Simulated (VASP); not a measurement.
# Li3Mg3H2 (R-3m) in VASP: notebook

The runs below take Li3Mg3H2 through single point, relaxation of cell and atoms, with PBE.

Everything below comes from runs of VASP 6.6.1. Logs are shortened: lines on timing, memory, paths and dates and some standing lists are left out, and cuts for length are marked.

## Step 1: The cell of the first run

Symmetry: R-3m, No. 166, trigonal system. Conventional cell: a = 5.542 Å, b = 5.542 Å, c = 12.705 Å, α = 90.00°, β = 90.00°, γ = 120.00°. Within 3.5 Å of Li (site symmetry 2/m) lie 4 Mg at 2.65 Å and 4 H at 2.65 to 2.77 Å and 4 Li at 2.77 Å. Mg (site symmetry 2/m) has 4 Li at 2.65 Å and 4 H at 2.65 to 2.77 Å and 4 Mg at 2.77 Å within 3.5 Å. Within 3.5 Å of H (site symmetry -3m) lie 6 Li at 2.65 Å and 6 Mg at 2.77 Å. Within 3.5 Å of H (site symmetry -3m) lie 6 Mg at 2.65 Å and 6 Li at 2.77 Å.

The cell was built from a structure type or drawn by symmetry, and may not be a known phase.

## Step 2: Single point, PBE

INCAR reads:

```
SYSTEM = Li3Mg3H2
ALGO     = Normal         ! electronic algorithm
EDIFF    = 1E-6           ! SCF threshold, eV
ENCUT    = 750            ! plane-wave cutoff, eV
GGA      = PE             ! functional
GGA_COMPAT= .False.      
ISIF     = 2              ! what is computed and relaxed
ISMEAR   = 0              ! smearing method
LASPH    = .True.         ! aspherical terms in the spheres
LCHARG   = .False.        ! write CHGCAR
LREAL    = .False.        ! projectors in reciprocal space
LWAVE    = .False.        ! write WAVECAR
NBANDS   = 18             ! bands
NELM     = 120            ! most SCF steps
PREC     = Accurate       ! precision mode
SIGMA    = 0.1            ! smearing width, eV
```

KPOINTS reads:

```
k-points
0
Gamma
  6 6 6
  0 0 0
```

POSCAR reads:

```
Li3Mg3H2
1.0
    2.7711183800      1.5999059400      4.2350646400
   -2.7711183800      1.5999059400      4.2350646400
    0.0000000000     -3.1998118900      4.2350646400
Li Mg H
3 3 2
Direct
    0.5000000000      0.5000000000      0.0000000000
    0.0000000000      0.5000000000      0.5000000000
    0.5000000000      0.0000000000      0.5000000000
    0.0000000000      0.0000000000      0.5000000000
    0.5000000000      0.0000000000      0.0000000000
    0.0000000000      0.5000000000      0.0000000000
    0.5000000000      0.5000000000      0.5000000000
    0.0000000000      0.0000000000      0.0000000000
```

Potentials or basis: VASP PAW PBE potentials, release 64 (Li_sv, Mg, H).

Run with:

```console
$ cat potpaw_PBE.64/Li_sv/POTCAR potpaw_PBE.64/Mg/POTCAR potpaw_PBE.64/H/POTCAR > POTCAR
$ mpirun -np 1 vasp_std > vasp.out
```

OUTCAR:

```text
SYSTEM = Li3Mg3H2
   EDIFF = 1E-6
   ENCUT = 750
   GGA = PE
   ISIF = 2
   ISMEAR = 0
   LASPH = .True.
   LREAL = .False.
   NELM = 120
   PREC = Accurate

 ion  position               nearest neighbor table
   1  0.500  0.500  0.000-   5 2.65   6 2.65   5 2.65   6 2.65
   2  0.000  0.500  0.500-   4 2.65   4 2.65   6 2.65   6 2.65
   3  0.500  0.000  0.500-   4 2.65   4 2.65   5 2.65   5 2.65
   4  0.000  0.000  0.500-   2 2.65   3 2.65   2 2.65   3 2.65   5 2.77   6 2.77   6 2.77   5 2.77

   5  0.500  0.000  0.000-   1 2.65   1 2.65   3 2.65   3 2.65   6 2.77   6 2.77   4 2.77   4 2.77

   6  0.000  0.500  0.000-   1 2.65   1 2.65   2 2.65   2 2.65   5 2.77   5 2.77   4 2.77   4 2.77

   7  0.500  0.500  0.500-
   8  0.000  0.000  0.000-

  LATTYP: Found a trigonal (rhomboedric) cell.
 ALAT       =     5.3079721738
 COS(alpha) =     0.4548915949

  Lattice vectors:

 A1 = (   2.7711183800,   1.5999059400,   4.2350646400)
 A2 = (  -2.7711183800,   1.5999059400,   4.2350646400)
 A3 = (   0.0000000000,  -3.1998118900,   4.2350646400)

Analysis of symmetry for initial positions (statically):
=====================================================================
 Subroutine PRICEL returns:
 Original cell was already a primitive cell.

 Routine SETGRP: Setting up the symmetry group for a
 trigonal (rhombohedral) supercell.

 Subroutine GETGRP returns: Found 12 space group operations
 (whereof 12 operations were pure point group operations)
 out of a pool of 12 trial point group operations.

The static configuration has the point symmetry D_3d.

Analysis of symmetry for dynamics (positions and initial velocities):
=====================================================================
 Subroutine PRICEL returns:
 Original cell was already a primitive cell.

 Routine SETGRP: Setting up the symmetry group for a
 trigonal (rhombohedral) supercell.

 Subroutine GETGRP returns: Found 12 space group operations
 (whereof 12 operations were pure point group operations)
 out of a pool of 12 trial point group operations.

The dynamic configuration has the point symmetry D_3d.

 Subroutine INISYM returns: Found 12 space group operations
 (whereof 12 operations are pure point group operations),
 and found     1 'primitive' translations

----------------------------------------------------------------------------------------

                                     Primitive cell

  volume of cell :     112.6577

  direct lattice vectors                    reciprocal lattice vectors
     2.771118380  1.599905940  4.235064640     0.180432566  0.104172791  0.078707968
    -2.771118380  1.599905940  4.235064640    -0.180432566  0.104172791  0.078707968
     0.000000000 -3.199811890  4.235064640     0.000000000 -0.208345581  0.078707968

  length of vectors
     5.307972174  5.307972174  5.307972177     0.222716918  0.222716918  0.222716918

  position of ions in fractional coordinates (direct lattice)
     0.500000000  0.500000000  0.000000000
     0.000000000  0.500000000  0.500000000
     0.500000000  0.000000000  0.500000000
     0.000000000  0.000000000  0.500000000
     0.500000000  0.000000000  0.000000000
     0.000000000  0.500000000  0.000000000
     0.500000000  0.500000000  0.500000000
     0.000000000  0.000000000  0.000000000

  ion indices of the primitive-cell ions
   primitive index   ion index
                 1           1
                 2           2
                 3           3
                 4           4
                 5           5
                 6           6
                 7           7
                 8           8

----------------------------------------------------------------------------------------

 KPOINTS: k-points

Automatic generation of k-mesh.
 Grid dimensions read from file:
 generate k-points for:    6    6    6

 Generating k-lattice:

  Cartesian coordinates                     Fractional coordinates (reciprocal lattice)
     0.030072094  0.017362132  0.013117995     0.166666667  0.000000000  0.000000000
    -0.030072094  0.017362132  0.013117995     0.000000000  0.166666667  0.000000000
     0.000000000 -0.034724264  0.013117995     0.000000000  0.000000000  0.166666667

  Length of vectors
     0.037119486  0.037119486  0.037119486

  Shift w.r.t. Gamma in fractional coordinates (k-lattice)
     0.000000000  0.000000000  0.000000000

 Subroutine IBZKPT returns following result:
 ===========================================

 Found     32 irreducible k-points:

 Following reciprocal coordinates:
            Coordinates               Weight
  0.000000  0.000000  0.000000      1.000000
  0.166667  0.000000 -0.000000      6.000000
  0.333333  0.000000 -0.000000      6.000000
  0.500000  0.000000 -0.000000      3.000000
  0.166667  0.166667 -0.000000      6.000000
  0.333333  0.166667 -0.000000     12.000000
[... 16 lines left out ...]
  0.500000  0.500000  0.166667      6.000000
 -0.333333  0.500000  0.166667     12.000000
 [... further k-points ...]
   k-points           NKPTS =     32   k-points in BZ     NKDIM =     32   number of bands    NBANDS=     18
   number of dos      NEDOS =    301   number of ions     NIONS =      8
   total plane-waves  NPLWV = 110592
   dimension x,y,z NGX =    48 NGY =   48 NGZ =   48
   dimension x,y,z NGXF=    96 NGYF=   96 NGZF=   96
   ions per type =               3   3   2
   NGX,Y,Z   is equivalent  to a cutoff of  15.03, 15.03, 15.03 a.u.
   NGXF,Y,Z  is equivalent  to a cutoff of  30.07, 30.07, 30.07 a.u.
 SYSTEM =  Li3Mg3H2
   PREC   = accura    normal or accurate (medium, high low for compatibility)
   ISTART =      0    job   : 0-new  1-cont  2-samecut
   ICHARG =      2    charge: 1-file 2-atom 10-const
   ISPIN  =      1    spin polarized calculation?
   LNONCOLLINEAR =      F non collinear calculations
   LSORBIT =      F    spin-orbit coupling
   LASPH  =      T    aspherical Exc in radial PAW
   ENCUT  =  750.0 eV  55.12 Ry    7.42 a.u.  11.85 11.85 11.85*2*pi/ulx,y,z
   NELM   =    120;   NELMIN=  2; NELMDL= -5     # of ELM steps
   EDIFF  = 0.1E-05   stopping-criterion for ELM
   LREAL  =      F    real-space projection
   EDIFFG = 0.1E-04   stopping-criterion for IOM
   NSW    =      0    number of steps for IOM
   IBRION =     -1    ionic relax: 0-MD 1-quasi-New 2-CG
   NFREE  =      0    steps in history (QN), initial steepest desc. (CG)
   ISIF   =      2    stress and relaxation
   ISYM   =      2    0-nonsym 1-usesym 2-fastsym
   POTIM  = 0.5000    time-step for ionic-motion
   TEBEG  =    0.0;   TEEND  =   0.0 temperature during run
   PSTRESS=    0.0 pullay stress
   NELECT =      17.0000    total number of electrons
   NUPDOWN=      -1.0000    fix difference up-down
   EMIN   =  10.00;   EMAX   =-10.00  energy-range for DOS
   EFERMI =   0.00;   METHOD = LEGACY
   ISMEAR =     0;   SIGMA  =   0.10  broadening in eV -4-tet -1-fermi 0-gaus
   EFERMI_NEDOS =   21; number of points for ismear=-14 and -15
   IALGO  =     38    algorithm
   IMIX   =      4    mixing-type and parameters
     AMIX     =   0.40;   BMIX     =  1.00
     AMIX_MAG =   1.60;   BMIX_MAG =  1.00
  volume/ion in A,a.u.               =      14.08        95.03
  Fermi-wavevector in a.u.,A,eV,Ry     =   0.871574  1.647036 10.335543  0.759641
  Thomas-Fermi vector in A             =   1.990701
   LORBIT       =      0    0 simple, 1 ext, 2 COOP (PROOUT), +10 PAW based schemes
   GGA     = PE    functional components
   LHFCALC =     F    Hartree Fock is set to
   AEXX    =    0.0000 exact exchange contribution
   IVDW    =     0    specifies the selected vdW correction
   LEPSILON=     F    determine dielectric tensor
   LRPA    =     F    only Hartree local field effects (RPA)
 non-spin polarized calculation
 Gauss-broadening in eV      SIGMA  =   0.10
  energy-cutoff  :      750.00
  volume of cell :      112.66
 maximum number of plane-waves:      5287
   NGX = 23   NGY = 23   NGZ = 23

 number of electron      17.0000004 magnetization

 Free energy of the ion-electron system (eV)
  ---------------------------------------------------
  ext. energy  EPLUGINS =         0.00000000
  ---------------------------------------------------
  free energy    TOTEN  =       -13.45511063 eV

  energy without entropy =      -13.44077241  energy(sigma->0) =      -13.44794152

 E-fermi :   2.7945     XC(G=0):  -8.5374

 val. band max:        2.7649510197   @ k =   0.3333   0.3333   0.1667
 cond. band min:       2.8173889060   @ k =  -0.1667   0.1667   0.0000
 fundamental gap:      0.0524378863
 Fermi energy:         2.7944977930

 k-point     1 :       0.0000    0.0000    0.0000
  band No.  band energies     occupation
      1     -44.0258      2.00000
      2     -43.9983      2.00000
      3     -43.9983      2.00000
      4      -4.6141      2.00000
      5      -0.5472      2.00000
      6       1.0632      2.00000
[... 10 lines left out ...]
     17       7.5875      0.00000
     18       7.5875      0.00000

 k-point     2 :       0.1667    0.0000   -0.0000
  band No.  band energies     occupation
      1     -44.0241      2.00000
      2     -43.9999      2.00000
      3     -43.9983      2.00000
      4      -4.4431      2.00000
      5      -0.9564      2.00000
      6       0.7083      2.00000
[... 10 lines left out ...]
     17       7.9709      0.00000
     18       8.1099      0.00000

 k-point     3 :       0.3333    0.0000   -0.0000
  band No.  band energies     occupation
      1     -44.0199      2.00000
      2     -44.0041      2.00000
      3     -43.9983      2.00000
      4      -3.9452      2.00000
      5      -1.9461      2.00000
      6       0.3578      2.00000
[... 412 lines left out ...]
 k-point    23 :       0.5000    0.5000    0.1667
  band No.  band energies     occupation
      1     -44.0198      2.00000
      2     -44.0041      2.00000
      3     -43.9983      2.00000
      4      -3.1897      2.00000
      5      -2.0494      2.00000
      6      -1.1493      2.00000
[... 10 lines left out ...]
     17       8.5108      0.00000
     18       8.5627      0.00000

 k-point    24 :      -0.3333    0.5000    0.1667
  band No.  band energies     occupation
      1     -44.0165      2.00000
      2     -44.0074      2.00000
      3     -43.9983      2.00000
      4      -2.8344      2.00000
      5      -2.2657      2.00000
      6      -1.5331      2.00000
[... 10 lines left out ...]
     17       8.2801      0.00000
     18       8.8963      0.00000

 [... further k-points ...]

------------------------ aborting loop because EDIFF is reached ----------------------------------------

  FORCE on cell =-STRESS in cart. coord.  units (eV):
  Direction    XX          YY          ZZ          XY          YZ          ZX
  --------------------------------------------------------------------------------------
  -------------------------------------------------------------------------------------
  Total        5.8993189      5.8993190      3.8613084      0.0000000     -0.0000000      0.0000000
  in kB       83.8980052     83.8980053     54.9141478      0.0000000     -0.0000000      0.0000000
  external PRESSURE =      74.2367194 kB  Pullay stress =       0.0000000 kB

 VOLUME and BASIS-vectors are now :
 -----------------------------------------------------------------------------
  energy-cutoff  :      750.00
  volume of cell :      112.66
      direct lattice vectors                 reciprocal lattice vectors
     2.771118380  1.599905940  4.235064640     0.180432566  0.104172791  0.078707968
    -2.771118380  1.599905940  4.235064640    -0.180432566  0.104172791  0.078707968
     0.000000000 -3.199811890  4.235064640     0.000000000 -0.208345581  0.078707968

 POSITION                                       TOTAL-FORCE (eV/Angst)
 -----------------------------------------------------------------------------------
      0.00000      1.59991      4.23506        -0.000000     -0.000000     -0.000000
     -1.38556     -0.79995      4.23506         0.000000      0.000000      0.000000
      1.38556     -0.79995      4.23506        -0.000000      0.000000      0.000000
      0.00000     -1.59991      2.11753         0.000000      0.000000      0.000000
      1.38556      0.79995      2.11753         0.000000      0.000000      0.000000
     -1.38556      0.79995      2.11753         0.000000      0.000000      0.000000
      0.00000     -0.00000      6.35260         0.000000     -0.000000      0.000000
      0.00000      0.00000      0.00000         0.000000      0.000000      0.000000
 -----------------------------------------------------------------------------------
    total drift:                                0.000000      0.000000     -0.000000

  FREE ENERGIE OF THE ION-ELECTRON SYSTEM (eV)
  ---------------------------------------------------
  free  energy   TOTEN  =       -13.4551106343 eV

  energy  without entropy=      -13.4407724084  energy(sigma->0) =      -13.44794152
```

Run time: 3.3 min. Hardware: 1 thread of Intel Xeon 8259CL, shared host; peak memory 0.39 GiB.

Results:

```
Free energy            : -13.4551 eV
Pressure               : 7.4 GPa
Band gap on the k mesh : zero (an odd number of electrons rules out a gap without spin polarisation)
```

Caveat: the cell stands under pressure.

[end of part 1 of 3]
